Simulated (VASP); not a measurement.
# NbIn: single point with PBEsol+U

NbIn:

```xyz
4
Lattice="5.1014 0.0000 0.0000 0.0000 3.1819 0.0000 0.0000 0.0000 5.4385" Properties=species:S:1:pos:R:3 pbc="T T T"
Nb    1.2754    0.0000    0.9898
Nb    3.8261    0.0000    4.4487
In    1.2754    1.5909    3.6547
In    3.8261    1.5909    1.7838
```

```
Program             : VASP 6.6.1
Task                : single point
Functional          : PBEsol
Potentials or basis : VASP PAW PBE potentials, release 64 (Nb_sv, In_d)
Cutoff              : 500 eV
k mesh              : 4 × 6 × 4
Occupations         : fermi-dirac, width 0.1 eV
Spin                : no spin polarisation
Hubbard terms       : Nb d U = 8.0 eV
```

```yaml
Pressure: -9.6 GPa
Largest_force: 1.722 eV/Å
Band_gap_on_the_k_mesh: zero (band 26 reaches 9.99 eV, above the bottom of band 27 at 9.25 eV)
```

Forces on the atoms (eV/Å):
```
Nb   0.000  0.000 -1.722
Nb   0.000  0.000  1.722
In   0.000  0.000  0.591
In   0.000  0.000 -0.591
```

Stress tensor (GPa, compression positive):
```
 -7.22   0.00   0.00
  0.00 -11.47   0.00
  0.00   0.00 -10.21
```

Levels at points of the mesh, in eV from the Fermi level:
```tsv
k point	band 23	band 24	band 25	band 26	band 27	band 28	band 29	band 30
(0.00, 0.00, 0.00)	-2.52	-2.07	-1.43	0.22	0.71	2.04	2.08	2.39
(0.50, 0.00, 0.00)	-2.17	-2.17	-1.31	-1.31	1.27	1.27	1.89	1.89
(0.00, 0.50, 0.00)	-2.70	-2.10	-0.96	-0.09	-0.01	1.14	1.67	2.33
(0.50, 0.50, 0.00)	-2.42	-2.42	-0.78	-0.78	1.39	1.39	1.79	1.79
(0.00, 0.00, 0.50)	-2.86	-1.72	-1.46	-1.00	0.72	1.88	2.05	2.08
(0.50, 0.00, 0.50)	-1.76	-1.76	-0.62	-0.62	1.25	1.25	1.42	1.42
(0.00, 0.50, 0.50)	-1.89	-1.64	-0.47	-0.05	0.03	0.36	0.98	1.76
(0.50, 0.50, 0.50)	-2.01	-2.01	-1.18	-1.18	0.91	0.91	1.17	1.17
```

Eigenvalues of the final occupation matrices:
| site | spin | trace | eigenvalues |
| --- | --- | --- | --- |
| site 1 d | 1 | 0.94 | 0.10 0.10 0.14 0.28 0.32 |
| site 1 d | 2 | 0.94 | 0.10 0.10 0.14 0.28 0.32 |
| site 2 d | 1 | 0.94 | 0.10 0.10 0.14 0.28 0.32 |
| site 2 d | 2 | 0.94 | 0.10 0.10 0.14 0.28 0.32 |

It took 3.8 min on 1 thread of Intel Xeon 8259CL, with other jobs on the host, peak memory 0.23 GiB.

Caveat: the PAW data sets were made with another functional, which shifts forces and pressure a little; spin-orbit coupling is left out, which moves the levels of the heavy elements; U without spin polarisation on a metal has little footing; the U is typed as a test and isn't derived for this compound.
